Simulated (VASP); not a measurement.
# BeZn2Se3 (I-4m2) in VASP: single point with r2SCAN

Aim: the single point of BeZn2Se3 with r2SCAN.

Program: VASP 6.6.1. These are calculated values, not measurements. Logs are shortened: lines on timing, memory, paths and dates and some standing lists are left out, and cuts for length are marked.

## (1) The cell of the first run

The structure is tetragonal, space group I-4m2 (No. 119). The conventional cell has a = 3.905 Å, b = 3.905 Å, c = 16.810 Å, α = 90.00°, β = 90.00°, γ = 90.00°. Be (site symmetry -4m2) has 4 Se at 2.30 Å within 3.0 Å. Zn (site symmetry 2mm) has 4 Se at 2.46 Å within 3.2 Å. Se (site symmetry 2mm) has 2 Be at 2.30 Å and 2 Zn at 2.46 Å within 3.0 Å. Se (site symmetry -4m2) has 4 Zn at 2.46 Å within 3.2 Å.

## (2) Single point, r2SCAN

File POSCAR:

```
BeZn2Se3
1.0
   -1.9526194007      1.9526194007      8.4048286966
    1.9526194007     -1.9526194007      8.4048286966
    1.9526194007      1.9526194007     -8.4048286966
Be Zn Se
1 2 3
Direct
    0.0000000000      0.0000000000      0.0000000000
    0.6613612230      0.6613612230      0.0000000000
    0.3386387770      0.3386387770      0.0000000000
    0.4280960723      0.9280960723      0.5000000000
    0.0719039277      0.5719039277      0.5000000000
    0.7500000000      0.2500000000      0.5000000000
```

File INCAR.step1:

```
  ALGO = Normal
  EDIFF = 1E-4
  ENCUT = 520
  GGA = PE
  ISMEAR = 0
  LASPH = T
  LCHARG = F
  LREAL = F
  LWAVE = T
  NBANDS = 31
  NELM = 60
  PREC = Accurate
  SIGMA = 0.02
```

File INCAR.step2:

```
  ALGO = Normal
  EDIFF = 1E-6
  ENCUT = 520
  ISIF = 2
  ISMEAR = 0
  ISTART = 1
  LASPH = T
  LCHARG = T
  LELF = T
  LMIXTAU = T
  LREAL = F
  LVHAR = T
  LWAVE = F
  METAGGA = R2SCAN
  NBANDS = 31
  NELM = 60
  PREC = Accurate
  SIGMA = 0.02
```

File KPOINTS:

```
k-points
0
Gamma
  10 10 10
```

Potentials or basis: VASP PAW PBE potentials, release 64 (Be, Zn, Se).

Command:

```sh
$ cat potpaw_PBE.64/Be/POTCAR potpaw_PBE.64/Zn/POTCAR potpaw_PBE.64/Se/POTCAR > POTCAR
$ cp INCAR.step1 INCAR
$ mpirun -np 1 vasp_std > vasp.out
$ cp INCAR.step2 INCAR
$ mpirun -np 1 vasp_std > vasp.out
```

OUTCAR:

```text
EDIFF = 1E-6
   ENCUT = 520
   ISIF = 2
   ISMEAR = 0
   ISTART = 1
   LASPH = T
   LREAL = F
   METAGGA = R2SCAN
   NELM = 60
   PREC = Accurate

 ion  position               nearest neighbor table
   1  0.000  0.000  0.000-   5 2.30   4 2.30   5 2.30   4 2.30
   2  0.661  0.661  0.000-   6 2.46   6 2.46   5 2.46   5 2.46
   3  0.339  0.339  0.000-   6 2.46   6 2.46   4 2.46   4 2.46
   4  0.428  0.928  0.500-   1 2.30   1 2.30   3 2.46   3 2.46
   5  0.072  0.572  0.500-   1 2.30   1 2.30   2 2.46   2 2.46
   6  0.750  0.250  0.500-   3 2.46   2 2.46   3 2.46   2 2.46

  LATTYP: Found a body centered tetragonal cell.
 ALAT       =     3.9052388014
 C/A-ratio  =     4.3043865556

  Lattice vectors:

 A1 = (  -1.9526194007,   1.9526194007,   8.4048286966)
 A2 = (   1.9526194007,  -1.9526194007,   8.4048286966)
 A3 = (   1.9526194007,   1.9526194007,  -8.4048286966)

Analysis of symmetry for initial positions (statically):
=====================================================================
 Subroutine PRICEL returns:
 Original cell was already a primitive cell.

 Routine SETGRP: Setting up the symmetry group for a
 body centered tetragonal supercell.

 Subroutine GETGRP returns: Found  8 space group operations
 (whereof  8 operations were pure point group operations)
 out of a pool of 16 trial point group operations.

The static configuration has the point symmetry D_2d.

Analysis of symmetry for dynamics (positions and initial velocities):
=====================================================================
 Subroutine PRICEL returns:
 Original cell was already a primitive cell.

 Routine SETGRP: Setting up the symmetry group for a
 body centered tetragonal supercell.

 Subroutine GETGRP returns: Found  8 space group operations
 (whereof  8 operations were pure point group operations)
 out of a pool of 16 trial point group operations.

The dynamic configuration has the point symmetry D_2d.

 Subroutine INISYM returns: Found  8 space group operations
 (whereof  8 operations are pure point group operations),
 and found     1 'primitive' translations

----------------------------------------------------------------------------------------

                                     Primitive cell

  volume of cell :     128.1811

  direct lattice vectors                    reciprocal lattice vectors
    -1.952619401  1.952619401  8.404828697     0.000000000  0.256066287  0.059489612
     1.952619401 -1.952619401  8.404828697     0.256066287  0.000000000  0.059489612
     1.952619401  1.952619401 -8.404828697     0.256066287  0.256066287  0.000000000

  length of vectors
     8.846840705  8.846840705  8.846840705     0.262885826  0.262885826  0.362132416

  position of ions in fractional coordinates (direct lattice)
     0.000000000  0.000000000  0.000000000
     0.661361223  0.661361223  0.000000000
     0.338638777  0.338638777  0.000000000
     0.428096072  0.928096072  0.500000000
     0.071903928  0.571903928  0.500000000
     0.750000000  0.250000000  0.500000000

  ion indices of the primitive-cell ions
   primitive index   ion index
                 1           1
                 2           2
                 3           3
                 4           4
                 5           5
                 6           6

----------------------------------------------------------------------------------------

 KPOINTS: k-points

Automatic generation of k-mesh.
 Grid dimensions read from file:
 generate k-points for:   10   10   10

 Generating k-lattice:

  Cartesian coordinates                     Fractional coordinates (reciprocal lattice)
     0.000000000  0.025606629  0.005948961     0.100000000 -0.000000000  0.000000000
     0.025606629  0.000000000  0.005948961    -0.000000000  0.100000000  0.000000000
     0.025606629  0.025606629  0.000000000     0.000000000  0.000000000  0.100000000

  Length of vectors
     0.026288583  0.026288583  0.036213242

  Shift w.r.t. Gamma in fractional coordinates (k-lattice)
     0.000000000  0.000000000  0.000000000

 Subroutine IBZKPT returns following result:
 ===========================================

 Found    102 irreducible k-points:

 Following reciprocal coordinates:
            Coordinates               Weight
  0.000000  0.000000  0.000000      1.000000
  0.100000  0.000000 -0.000000      8.000000
  0.200000  0.000000 -0.000000      8.000000
  0.300000 -0.000000  0.000000      8.000000
  0.400000  0.000000 -0.000000      8.000000
  0.500000  0.000000 -0.000000      4.000000
[... 16 lines left out ...]
  0.300000  0.300000  0.000000      8.000000
  0.400000  0.300000 -0.000000     16.000000
 [... further k-points ...]
   k-points           NKPTS =    102   k-points in BZ     NKDIM =    102   number of bands    NBANDS=     31
   number of dos      NEDOS =    301   number of ions     NIONS =      6
   total plane-waves  NPLWV = 343000
   dimension x,y,z NGX =    70 NGY =   70 NGZ =   70
   dimension x,y,z NGXF=   140 NGYF=  140 NGZF=  140
   ions per type =               1   2   3
   NGX,Y,Z   is equivalent  to a cutoff of  13.15, 13.15, 13.15 a.u.
   NGXF,Y,Z  is equivalent  to a cutoff of  26.31, 26.31, 26.31 a.u.
 SYSTEM =  unknown system
   PREC   = accura    normal or accurate (medium, high low for compatibility)
   ISTART =      1    job   : 0-new  1-cont  2-samecut
   ICHARG =      0    charge: 1-file 2-atom 10-const
   ISPIN  =      1    spin polarized calculation?
   LNONCOLLINEAR =      F non collinear calculations
   LSORBIT =      F    spin-orbit coupling
   LASPH  =      T    aspherical Exc in radial PAW
   ENCUT  =  520.0 eV  38.22 Ry    6.18 a.u.  16.45 16.45 16.45*2*pi/ulx,y,z
   NELM   =     60;   NELMIN=  2; NELMDL=  0     # of ELM steps
   EDIFF  = 0.1E-05   stopping-criterion for ELM
   LREAL  =      F    real-space projection
   EDIFFG = 0.1E-04   stopping-criterion for IOM
   NSW    =      0    number of steps for IOM
   IBRION =     -1    ionic relax: 0-MD 1-quasi-New 2-CG
   NFREE  =      0    steps in history (QN), initial steepest desc. (CG)
   ISIF   =      2    stress and relaxation
   ISYM   =      2    0-nonsym 1-usesym 2-fastsym
   POTIM  = 0.5000    time-step for ionic-motion
   TEBEG  =    0.0;   TEEND  =   0.0 temperature during run
   PSTRESS=    0.0 pullay stress
   NELECT =      44.0000    total number of electrons
   NUPDOWN=      -1.0000    fix difference up-down
   EMIN   =  10.00;   EMAX   =-10.00  energy-range for DOS
   EFERMI =   0.00;   METHOD = LEGACY
   ISMEAR =     0;   SIGMA  =   0.02  broadening in eV -4-tet -1-fermi 0-gaus
   EFERMI_NEDOS =   21; number of points for ismear=-14 and -15
   IALGO  =     38    algorithm
   IMIX   =      4    mixing-type and parameters
     AMIX     =   0.40;   BMIX     =  1.00
     AMIX_MAG =   1.60;   BMIX_MAG =  1.00
  volume/ion in A,a.u.               =      21.36       144.17
  Fermi-wavevector in a.u.,A,eV,Ry     =   1.146263  2.166123 17.876959  1.313919
  Thomas-Fermi vector in A             =   2.282948
   LORBIT       =      0    0 simple, 1 ext, 2 COOP (PROOUT), +10 PAW based schemes
   METAGGA = R2SCAN    functional components
   LHFCALC =     F    Hartree Fock is set to
   AEXX    =    0.0000 exact exchange contribution
   IVDW    =     0    specifies the selected vdW correction
   LEPSILON=     F    determine dielectric tensor
   LRPA    =     F    only Hartree local field effects (RPA)
 non-spin polarized calculation
 Gauss-broadening in eV      SIGMA  =   0.02
  energy-cutoff  :      520.00
  volume of cell :      128.18
 maximum number of plane-waves:      3477
 NGX is ok and might be reduce to    70
   NGX = 33   NGY = 33   NGZ = 33

 number of electron      43.9999997 magnetization

 Free energy of the ion-electron system (eV)
  ---------------------------------------------------
  ext. energy  EPLUGINS =         0.00000000
  ---------------------------------------------------
  free energy    TOTEN  =       -70.18332820 eV

  energy without entropy =      -70.18332820  energy(sigma->0) =      -70.18332820

 E-fermi :   1.8414     XC(G=0):  -9.8009

 val. band max:        1.6823504541   @ k =   0.0000   0.0000   0.0000
 cond. band min:       4.1000038113   @ k =   0.0000   0.0000   0.0000
 fundamental gap:      2.4176533572
 Fermi energy:         1.8413712602

 k-point     1 :       0.0000    0.0000    0.0000
  band No.  band energies     occupation
      1     -12.1484      2.00000
      2     -11.3523      2.00000
      3     -11.0829      2.00000
      4      -4.9996      2.00000
      5      -4.9115      2.00000
      6      -4.9115      2.00000
[... 23 lines left out ...]
     30       7.7809      0.00000
     31      10.8545      0.00000

 k-point     2 :       0.1000    0.0000   -0.0000
  band No.  band energies     occupation
      1     -12.0950      2.00000
      2     -11.3419      2.00000
      3     -11.0586      2.00000
      4      -4.9854      2.00000
      5      -4.9177      2.00000
      6      -4.9080      2.00000
[... 23 lines left out ...]
     30       8.0344      0.00000
     31       9.9702      0.00000

 k-point     3 :       0.2000    0.0000   -0.0000
  band No.  band energies     occupation
      1     -11.9423      2.00000
      2     -11.3081      2.00000
      3     -11.0097      2.00000
      4      -4.9558      2.00000
      5      -4.9210      2.00000
      6      -4.8984      2.00000
[... 23 lines left out ...]
     30       8.4788      0.00000
     31       9.2747      0.00000

 k-point     4 :       0.3000   -0.0000    0.0000
  band No.  band energies     occupation
      1     -11.7144      2.00000
      2     -11.2563      2.00000
      3     -10.9897      2.00000
      4      -4.9339      2.00000
      5      -4.9074      2.00000
      6      -4.8846      2.00000
[... 23 lines left out ...]
     30       9.0808      0.00000
     31       9.3197      0.00000

 k-point     5 :       0.4000    0.0000   -0.0000
  band No.  band energies     occupation
      1     -11.4528      2.00000
      2     -11.2075      2.00000
      3     -11.0505      2.00000
      4      -4.9197      2.00000
      5      -4.8734      2.00000
      6      -4.8702      2.00000
[... 23 lines left out ...]
     30       8.9356      0.00000
     31       9.3455      0.00000
[... 542 lines left out ...]
     30       9.4700      0.00000
     31       9.7473      0.00000

 k-point    22 :      -0.2000    0.2000    0.0000
  band No.  band energies     occupation
      1     -11.7655      2.00000
      2     -11.1814      2.00000
      3     -10.9917      2.00000
      4      -4.9355      2.00000
      5      -4.9146      2.00000
      6      -4.8662      2.00000
[... 23 lines left out ...]
     30       8.6695      0.00000
     31       9.3731      0.00000

 k-point    23 :       0.3000    0.3000    0.0000
  band No.  band energies     occupation
      1     -11.3384      2.00000
      2     -11.1271      2.00000
      3     -10.8694      2.00000
      4      -4.8972      2.00000
      5      -4.8799      2.00000
      6      -4.8081      2.00000
[... 23 lines left out ...]
     30       9.1224      0.00000
     31       9.6515      0.00000

 k-point    24 :       0.4000    0.3000   -0.0000
  band No.  band energies     occupation
      1     -11.1451      2.00000
      2     -11.0385      2.00000
      3     -10.8944      2.00000
      4      -4.8792      2.00000
      5      -4.8558      2.00000
      6      -4.7933      2.00000
[... 23 lines left out ...]
     30       9.4302      0.00000
     31      10.0400      0.00000

 [... further k-points ...]

------------------------ aborting loop because EDIFF is reached ----------------------------------------

  FORCE on cell =-STRESS in cart. coord.  units (eV):
  Direction    XX          YY          ZZ          XY          YZ          ZX
  --------------------------------------------------------------------------------------
  -------------------------------------------------------------------------------------
  Total       -1.2836955     -1.2836955     -1.4371676      0.0000000      0.0000000      0.0000000
  in kB      -16.0453258    -16.0453258    -17.9636234      0.0000000      0.0000000      0.0000000
  external PRESSURE =     -16.6847583 kB  Pullay stress =       0.0000000 kB

 VOLUME and BASIS-vectors are now :
 -----------------------------------------------------------------------------
  energy-cutoff  :      520.00
  volume of cell :      128.18
      direct lattice vectors                 reciprocal lattice vectors
    -1.952619401  1.952619401  8.404828697     0.000000000  0.256066287  0.059489612
     1.952619401 -1.952619401  8.404828697     0.256066287  0.000000000  0.059489612
     1.952619401  1.952619401 -8.404828697     0.256066287  0.256066287  0.000000000

 POSITION                                       TOTAL-FORCE (eV/Angst)
 -----------------------------------------------------------------------------------
      0.00000      0.00000      0.00000         0.000000     -0.000000     -0.000000
      0.00000      0.00000     11.11726         0.000000     -0.000000     -0.014978
      0.00000      0.00000      5.69240         0.000000     -0.000000      0.014978
      1.95262      0.00000      7.19615        -0.000000      0.000000     -0.158353
      1.95262      0.00000      1.20868        -0.000000      0.000000      0.158353
     -0.00000      1.95262      4.20241         0.000000     -0.000000     -0.000000
 -----------------------------------------------------------------------------------
    total drift:                               -0.000014      0.000014      0.000000

  FREE ENERGIE OF THE ION-ELECTRON SYSTEM (eV)
  ---------------------------------------------------
  free  energy   TOTEN  =       -70.1833282041 eV

  energy  without entropy=      -70.1833282041  energy(sigma->0) =      -70.18332820
```

It took 85 min on 1 thread of AMD EPYC 9R45 (Zen 5), shared host; peak memory 1 GiB.

What came out:

- Free energy: -70.1833 eV
- Pressure: -1.7 GPa
- Largest force: 0.158 eV/Å
- Band gap on the k mesh: 2.42 eV

Forces on the atoms (eV/Å):
```
Be   0.000  0.000  0.000
Zn   0.000  0.000 -0.015
Zn   0.000  0.000  0.015
Se   0.000  0.000 -0.158
Se   0.000  0.000  0.158
Se   0.000  0.000  0.000
```

Caveat: the PAW data sets were made with another functional, which shifts forces and pressure a little. A k mesh can miss the band edges.
